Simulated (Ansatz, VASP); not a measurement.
# One calculation of PtS2, two programs

INCAR

```
SYSTEM = PtS2
  PREC = Accurate
  ENCUT = 520
  EDIFF = 1E-6
  ISMEAR = 0
  SIGMA = 0.05
  LREAL = .False.
  LASPH = .True.
  NELM = 100
  ALGO = Normal
  ISIF = 2
  LWAVE = .False.
  LCHARG = .True.
  GGA = PE
  LELF = .True.
  LVHAR = .True.
  NBANDS = 18
```

Contents of KPOINTS:

```
regular mesh
0
Gamma
  12 12 8
  0 0 0
```

The input POSCAR:

```
PtS2
1.0
    3.5431994758      0.0000000000      0.0000000000
   -1.7715997379      3.0685007567      0.0000000000
    0.0000000000      0.0000000000      5.0388000000
Pt S
1 2
Direct
    0.0000000000      0.0000000000      0.0000000000
    0.2888156515      0.6340774617      0.2500000000
    0.6666666667      0.3333333333      0.7500000000
```

Input for Ansatz:

```yaml
crystal:
  lattice:
    - [3.5431994758, 0.0, 0.0]
    - [-1.7715997379, 3.0685007567, 0.0]
    - [0.0, 0.0, 5.0388]
  atoms:
    - { symbol: Pt, position: [0.0, 0.0, 0.0] }
    - { symbol: S, position: [0.2888156515, 0.6340774617, 0.25] }
    - { symbol: S, position: [0.6666666667, 0.3333333333, 0.75] }
basis:
  ecutwfc: 420
kpoints:
  mp_grid: { grid: [12, 12, 8] }
hamiltonian:
  xc: pbe
scf:
  occupations: { method: gaussian, width: 0.05 }
output:
  forces: true
  stress: true
  eigenvalues: true
```

Alike in both runs: task single point; functional PBE; k mesh 12 × 12 × 8; occupations gaussian, width 0.05 eV; no spin polarisation.

|  | VASP | Ansatz |
| --- | --- | --- |
| version | VASP 6.6.1 | Ansatz 0.2.0 |
| potentials or method | VASP PAW PBE potentials, release 64 (Pt, S), cutoff 520 eV | scalar-relativistic, plane waves, PAW |
| valence electrons in the cell | 22 | 30 |

|  | VASP | Ansatz | Ansatz less VASP |
| --- | --- | --- | --- |
| gap on the k mesh at the Fermi level (eV) | 0.43 | 0.43 | -0.004 |
| least direct gap on the mesh (eV) | 0.62 | 0.61 | -0.007 |
| pressure (GPa) | 2.7 | 3.1 | +0.44 |
| traceless stress, the component that is largest in VASP (GPa) | 3.09 | 3.11 | +0.024 |
| rms of the force components (eV/Å) | 0.534 | 0.533 | -0.0015 |

Atom by atom the forces differ by 0.019 eV/Å (rms over components). With one functional, cell and mesh, what is left measures potentials, basis and numerics. VASP's potentials hold 22 valence electrons a cell and Ansatz's 30, so a difference there can come from the potentials and not from the codes.

Spin-orbit coupling is off throughout.
